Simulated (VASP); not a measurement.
A run of VASP 6.6.1 is set up as follows.

The input INCAR:

```
SYSTEM = W
PREC = Accurate
ENCUT = 520
EDIFF = 1E-6
ISMEAR = 0
SIGMA = 0.1
LREAL = .False.
LASPH = .True.
NELM = 80
ALGO = Fast
ISIF = 2
LWAVE = .False.
LCHARG = .False.
GGA = CA
NBANDS = 13
```

KPOINTS

```
Automatic mesh
0
Gamma
  8 8 8
  0 0 0
```

File POSCAR:

```
W
1.0
   -1.5689684586      1.5689684586      1.5689684586
    1.5689684586     -1.5689684586      1.5689684586
    1.5689684586      1.5689684586     -1.5689684586
W
1
Direct
    0.0000000000      0.0000000000      0.0000000000
```

Potentials or basis: VASP PAW LDA potentials, release 64 (W_sv).

Command:

```sh
$ cat potpaw_LDA.64/W_sv/POTCAR > POTCAR
$ mpirun -np 1 vasp_std > vasp.out
```

Question: What does it give for the pressure?

Answer: 1.9 GPa.

Question: Predict the band gap on the k mesh.

Answer: Zero (band 7 reaches 17.03 eV, above the bottom of band 8 at 10.39 eV).

Caveat: spin-orbit coupling is left out, which moves the levels of the heavy elements.
